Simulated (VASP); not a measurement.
# BN (P1) in VASP: a series of runs

The runs below take BN through single point, with PBE.

Program: VASP 6.6.1. These are calculated values, not measurements. Logs are shortened: lines on timing, memory, paths and dates and some standing lists are left out, and cuts for length are marked.

**1. The cell of the first run**

The typed cell holds 4 atoms: a = 2.554 Å, b = 2.554 Å, c = 4.227 Å, α = 90.00°, β = 90.00°, γ = 120.00°.

**2. Single point, PBE (atom 1 (B) moved by (-0.600, +0.000) A along x and z)**

Contents of INCAR:

```
SYSTEM = BN
ALGO = Normal
EDIFF = 1E-6
ENCUT = 520
GGA = PE
ISIF = 2
ISMEAR = 0
LASPH = .True.
LCHARG = .True.
LELF = .True.
LREAL = .False.
LVHAR = .True.
LWAVE = .False.
NBANDS = 16
NELM = 80
PREC = Accurate
SIGMA = 0.05
```

Contents of KPOINTS:

```
k-points
0
Gamma
  12 12 6
  0 0 0
```

Contents of POSCAR:

```
BN
1.0
    2.5539396017      0.0000000000      0.0000000000
   -1.2769698009      2.2117765748      0.0000000000
    0.0000000000      0.0000000000      4.2268550000
B N
2 2
Direct
    0.4317355040      0.3333333333      0.9997240000
    0.3333333333      0.6666666667      0.4997240000
    0.6666666667      0.3333333333      0.6252760000
    0.3333333333      0.6666666667      0.1252760000
```

Potentials or basis: VASP PAW PBE potentials, release 64 (B, N).

Run with:

```sh
cat potpaw_PBE.64/B/POTCAR potpaw_PBE.64/N/POTCAR > POTCAR
mpirun -np 1 vasp_std > vasp.out
```

OUTCAR:

```text
SYSTEM = BN
   EDIFF = 1E-6
   ENCUT = 520
   GGA = PE
   ISIF = 2
   ISMEAR = 0
   LASPH = .True.
   LREAL = .False.
   NELM = 80
   PREC = Accurate

 ion  position               nearest neighbor table
   1  0.432  0.333  1.000-   4 1.13   4 1.68   3 1.69
   2  0.333  0.667  0.500-   3 1.57   3 1.57   3 1.57   4 1.58
   3  0.667  0.333  0.625-   2 1.57   2 1.57   2 1.57   1 1.69
   4  0.333  0.667  0.125-   1 1.13   2 1.58   1 1.68

  LATTYP: Found a hexagonal cell.
 ALAT       =     2.5539396017
 C/A-ratio  =     1.6550332659

  Lattice vectors:

 A1 = (   2.5539396017,   0.0000000000,   0.0000000000)
 A2 = (  -1.2769698009,   2.2117765748,   0.0000000000)
 A3 = (   0.0000000000,   0.0000000000,   4.2268550000)

Analysis of symmetry for initial positions (statically):
=====================================================================
 Subroutine PRICEL returns:
 Original cell was already a primitive cell.

 Routine SETGRP: Setting up the symmetry group for a
 hexagonal supercell.

 Subroutine GETGRP returns: Found  1 space group operations
 (whereof  1 operations were pure point group operations)
 out of a pool of 24 trial point group operations.

The static configuration has the point symmetry C_1 .

Analysis of symmetry for dynamics (positions and initial velocities):
=====================================================================
 Subroutine PRICEL returns:
 Original cell was already a primitive cell.

 Routine SETGRP: Setting up the symmetry group for a
 hexagonal supercell.

 Subroutine GETGRP returns: Found  1 space group operations
 (whereof  1 operations were pure point group operations)
 out of a pool of 24 trial point group operations.

The dynamic configuration has the point symmetry C_1 .

 Subroutine INISYM returns: Found  1 space group operations
 (whereof  1 operations are pure point group operations),
 and found     1 'primitive' translations

----------------------------------------------------------------------------------------

                                     Primitive cell

  volume of cell :      23.8764

  direct lattice vectors                    reciprocal lattice vectors
     2.553939602  0.000000000  0.000000000     0.391551938  0.226062617  0.000000000
    -1.276969801  2.211776575  0.000000000     0.000000000  0.452125233  0.000000000
     0.000000000  0.000000000  4.226855000     0.000000000  0.000000000  0.236582518

  length of vectors
     2.553939602  2.553939602  4.226855000     0.452125233  0.452125233  0.236582518

  position of ions in fractional coordinates (direct lattice)
     0.431735504  0.333333333  0.999724000
     0.333333333  0.666666667  0.499724000
     0.666666667  0.333333333  0.625276000
     0.333333333  0.666666667  0.125276000

  ion indices of the primitive-cell ions
   primitive index   ion index
                 1           1
                 2           2
                 3           3
                 4           4

----------------------------------------------------------------------------------------

 KPOINTS: k-points

Automatic generation of k-mesh.
 Grid dimensions read from file:
 generate k-points for:   12   12    6

 Generating k-lattice:

  Cartesian coordinates                     Fractional coordinates (reciprocal lattice)
     0.032629328  0.018838551  0.000000000     0.083333333  0.000000000  0.000000000
     0.000000000  0.037677103  0.000000000     0.000000000  0.083333333  0.000000000
     0.000000000  0.000000000  0.039430420     0.000000000  0.000000000  0.166666667

  Length of vectors
     0.037677103  0.037677103  0.039430420

  Shift w.r.t. Gamma in fractional coordinates (k-lattice)
     0.000000000  0.000000000  0.000000000

 Subroutine IBZKPT returns following result:
 ===========================================

 Found    436 irreducible k-points:

 Following reciprocal coordinates:
            Coordinates               Weight
  0.000000  0.000000  0.000000      1.000000
  0.083333  0.000000  0.000000      2.000000
  0.000000  0.083333  0.000000      2.000000
 -0.083333  0.083333  0.000000      2.000000
  0.166667  0.000000  0.000000      2.000000
  0.000000  0.166667  0.000000      2.000000
[... 16 lines left out ...]
  0.166667  0.083333  0.000000      2.000000
 -0.083333  0.250000  0.000000      2.000000
 [... further k-points ...]
   k-points           NKPTS =    436   k-points in BZ     NKDIM =    436   number of bands    NBANDS=     16
   number of dos      NEDOS =    301   number of ions     NIONS =      4
   total plane-waves  NPLWV =  12800
   dimension x,y,z NGX =    20 NGY =   20 NGZ =   32
   dimension x,y,z NGXF=    40 NGYF=   40 NGZF=   64
   ions per type =               2   2
   NGX,Y,Z   is equivalent  to a cutoff of  13.02, 13.02, 12.59 a.u.
   NGXF,Y,Z  is equivalent  to a cutoff of  26.04, 26.04, 25.17 a.u.
 SYSTEM =  BN
   PREC   = accura    normal or accurate (medium, high low for compatibility)
   ISTART =      0    job   : 0-new  1-cont  2-samecut
   ICHARG =      2    charge: 1-file 2-atom 10-const
   ISPIN  =      1    spin polarized calculation?
   LNONCOLLINEAR =      F non collinear calculations
   LSORBIT =      F    spin-orbit coupling
   LASPH  =      T    aspherical Exc in radial PAW
   ENCUT  =  520.0 eV  38.22 Ry    6.18 a.u.   4.75  4.75  7.86*2*pi/ulx,y,z
   NELM   =     80;   NELMIN=  2; NELMDL= -5     # of ELM steps
   EDIFF  = 0.1E-05   stopping-criterion for ELM
   LREAL  =      F    real-space projection
   EDIFFG = 0.1E-04   stopping-criterion for IOM
   NSW    =      0    number of steps for IOM
   IBRION =     -1    ionic relax: 0-MD 1-quasi-New 2-CG
   NFREE  =      0    steps in history (QN), initial steepest desc. (CG)
   ISIF   =      2    stress and relaxation
   ISYM   =      2    0-nonsym 1-usesym 2-fastsym
   POTIM  = 0.5000    time-step for ionic-motion
   TEBEG  =    0.0;   TEEND  =   0.0 temperature during run
   PSTRESS=    0.0 pullay stress
   NELECT =      16.0000    total number of electrons
   NUPDOWN=      -1.0000    fix difference up-down
   EMIN   =  10.00;   EMAX   =-10.00  energy-range for DOS
   EFERMI =   0.00;   METHOD = LEGACY
   ISMEAR =     0;   SIGMA  =   0.05  broadening in eV -4-tet -1-fermi 0-gaus
   EFERMI_NEDOS =   21; number of points for ismear=-14 and -15
   IALGO  =     38    algorithm
   IMIX   =      4    mixing-type and parameters
     AMIX     =   0.40;   BMIX     =  1.00
     AMIX_MAG =   1.60;   BMIX_MAG =  1.00
  volume/ion in A,a.u.               =       5.97        40.28
  Fermi-wavevector in a.u.,A,eV,Ry     =   1.432600  2.707222 27.923836  2.052344
  Thomas-Fermi vector in A             =   2.552210
   LORBIT       =      0    0 simple, 1 ext, 2 COOP (PROOUT), +10 PAW based schemes
   GGA     = PE    functional components
   LHFCALC =     F    Hartree Fock is set to
   AEXX    =    0.0000 exact exchange contribution
   IVDW    =     0    specifies the selected vdW correction
   LEPSILON=     F    determine dielectric tensor
   LRPA    =     F    only Hartree local field effects (RPA)
 non-spin polarized calculation
 Gauss-broadening in eV      SIGMA  =   0.05
  energy-cutoff  :      520.00
  volume of cell :       23.88
 maximum number of plane-waves:       660
   NGX =  9   NGY =  9   NGZ = 15

 number of electron      16.0000000 magnetization

 Free energy of the ion-electron system (eV)
  ---------------------------------------------------
  ext. energy  EPLUGINS =         0.00000000
  ---------------------------------------------------
  free energy    TOTEN  =       -30.35446404 eV

  energy without entropy =      -30.35446404  energy(sigma->0) =      -30.35446404

 E-fermi :   8.0107     XC(G=0): -12.7295

 val. band max:        7.7793350296   @ k =   0.0000   0.0000   0.0000
 cond. band min:      10.3915719922   @ k =   0.0000   0.5000   0.0000
 fundamental gap:      2.6122369626
 Fermi energy:         8.0106792396

 k-point     1 :       0.0000    0.0000    0.0000
  band No.  band energies     occupation
      1     -12.9988      2.00000
      2      -9.1616      2.00000
      3      -3.4260      2.00000
      4       2.6422      2.00000
      5       5.8705      2.00000
      6       6.2880      2.00000
[... 8 lines left out ...]
     15      22.6300      0.00000
     16      25.5508      0.00000

 k-point     2 :       0.0833    0.0000    0.0000
  band No.  band energies     occupation
      1     -12.8514      2.00000
      2      -9.0529      2.00000
      3      -3.2804      2.00000
      4       2.5122      2.00000
      5       5.1378      2.00000
      6       6.0192      2.00000
[... 8 lines left out ...]
     15      22.3880      0.00000
     16      25.4275      0.00000

 k-point     3 :       0.0000    0.0833    0.0000
  band No.  band energies     occupation
      1     -12.8567      2.00000
      2      -9.0587      2.00000
      3      -3.2845      2.00000
      4       2.3661      2.00000
      5       5.5910      2.00000
      6       5.7016      2.00000
[... 8 lines left out ...]
     15      22.4792      0.00000
     16      25.2082      0.00000

 k-point     4 :      -0.0833    0.0833    0.0000
  band No.  band energies     occupation
      1     -12.8576      2.00000
      2      -9.0592      2.00000
      3      -3.2854      2.00000
      4       2.3622      2.00000
      5       5.3435      2.00000
      6       5.9010      2.00000
[... 8 lines left out ...]
     15      22.2978      0.00000
     16      24.9453      0.00000
[... 324 lines left out ...]
 k-point    22 :      -0.1667    0.0833    0.0000
  band No.  band energies     occupation
      1     -12.5668      2.00000
      2      -8.8504      2.00000
      3      -2.9995      2.00000
      4       2.0740      2.00000
      5       4.1403      2.00000
      6       5.3511      2.00000
[... 8 lines left out ...]
     15      21.9097      0.00000
     16      24.4188      0.00000

 k-point    23 :       0.1667    0.0833    0.0000
  band No.  band energies     occupation
      1     -11.9945      2.00000
      2      -8.4646      2.00000
      3      -2.4398      2.00000
      4       1.5827      2.00000
      5       2.3994      2.00000
      6       4.7267      2.00000
[... 8 lines left out ...]
     15      21.6624      0.00000
     16      24.8677      0.00000

 k-point    24 :      -0.0833    0.2500    0.0000
  band No.  band energies     occupation
      1     -12.0406      2.00000
      2      -8.5110      2.00000
      3      -2.4690      2.00000
      4       0.8105      2.00000
      5       3.1150      2.00000
      6       4.5399      2.00000
[... 8 lines left out ...]
     15      22.0605      0.00000
     16      23.9966      0.00000

 [... further k-points ...]
[... 5 lines left out ...]
  --------------------------------------------------------------------------------------
  -------------------------------------------------------------------------------------
  Total       11.1504311      9.5687359      5.2555199     -5.1170293      7.2039196     -2.9553371
  in kB      748.2263779    642.0900244    352.6606817   -343.3675608    483.4039691   -198.3117174
  external PRESSURE =     580.9923613 kB  Pullay stress =       0.0000000 kB

 VOLUME and BASIS-vectors are now :
 -----------------------------------------------------------------------------
  energy-cutoff  :      520.00
  volume of cell :       23.88
      direct lattice vectors                 reciprocal lattice vectors
     2.553939602  0.000000000  0.000000000     0.391551938  0.226062617  0.000000000
    -1.276969801  2.211776575  0.000000000     0.000000000  0.452125233  0.000000000
     0.000000000  0.000000000  4.226855000     0.000000000  0.000000000  0.236582518

 POSITION                                       TOTAL-FORCE (eV/Angst)
 -----------------------------------------------------------------------------------
      0.67697      0.73726      4.22569        15.760165    -14.995118    -10.708548
     -0.00000      1.47452      2.11226        -0.179236      0.177865      0.029090
      1.27697      0.73726      2.64295        -2.423685     -0.084597     -0.006171
     -0.00000      1.47452      0.52952       -13.157244     14.901849     10.685629
 -----------------------------------------------------------------------------------
    total drift:                               -0.000066     -0.000092     -0.000146

  FREE ENERGIE OF THE ION-ELECTRON SYSTEM (eV)
  ---------------------------------------------------
  free  energy   TOTEN  =       -30.3544640368 eV

  energy  without entropy=      -30.3544640368  energy(sigma->0) =      -30.35446404
```

It took 3.7 min on 1 thread of Intel Xeon 8259CL, shared host; peak memory 0.24 GiB.

What came out:

- Free energy: -30.3545 eV
- Pressure: 58.1 GPa
- Largest force: 24.247 eV/Å
- Band gap on the k mesh: 2.61 eV (least direct gap 3.80 eV)

Forces in eV/Å, atoms in the order of the input:
```
B    15.760 -14.995 -10.709
B    -0.179   0.178   0.029
N    -2.424  -0.085  -0.006
N   -13.157  14.902  10.686
```

Caveat: the cell differs from its parent crystal (atom 1 (B) moved by (-0.600, +0.000) A along x and z); the cell stands under pressure; forces of over 1 eV/Å act on the atoms, so gaps and moduli don't describe the material at rest. A k mesh can miss the band edges.

(Part 1 of 3 ends here.)
